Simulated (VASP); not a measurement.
Write the native input for VASP 6.6.1 that does the following.

```yaml
Task: single point
Functional: PBEsol
Potentials_or_basis: VASP PAW PBE potentials, release 64 (Al, N)
Cutoff: 520 eV
k_mesh: 9 × 9 × 6
Occupations: gaussian, width 0.05 eV
Spin: no spin polarisation
Dipole_correction: no
Further_INCAR_settings: ALGO = Normal; EDIFF = 1e-07; NBANDS = 16
```

The structure of AlN lies in POSCAR:

```
AlN
1.0
    3.4005000000      0.0000000000      0.0000000000
   -1.7002500000      2.9449193856      0.0000000000
    0.0000000000      0.0000000000      4.1814000000
Al N
2 2
Direct
    0.3333333333      0.6666666667      0.7500000000
    0.6666666667      0.3333333333      0.2500000000
    0.3333333333      0.6666666667      0.2500000000
    0.6666666667      0.3333333333      0.7500000000
```

These files were run (other wordings do the same):

INCAR

```
SYSTEM = AlN
ALGO = Normal
EDIFF = 1E-7
ENCUT = 520
GGA = PS
ISIF = 2
ISMEAR = 0
LASPH = .True.
LCHARG = .True.
LELF = .True.
LREAL = .False.
LVHAR = .True.
LWAVE = .False.
NBANDS = 16
NELM = 60
PREC = Accurate
SIGMA = 0.05
```

KPOINTS

```
k-points
0
Gamma
  9 9 6
  0 0 0
```

Potentials or basis: VASP PAW PBE potentials, release 64 (Al, N).

Command:

```bash
$ cat potpaw_PBE.64/Al/POTCAR potpaw_PBE.64/N/POTCAR > POTCAR
$ mpirun -np 1 vasp_std > vasp.out
```

It gave:

```
Pressure               : -13.3 GPa
Band gap on the k mesh : 2.90 eV, direct
```

Caveat: the PAW data sets were made with another functional, which shifts forces and pressure a little.

Run time: 24 s on 1 thread of Intel Xeon 6975P-C, with other jobs on the host, peak memory 0.17 GiB.
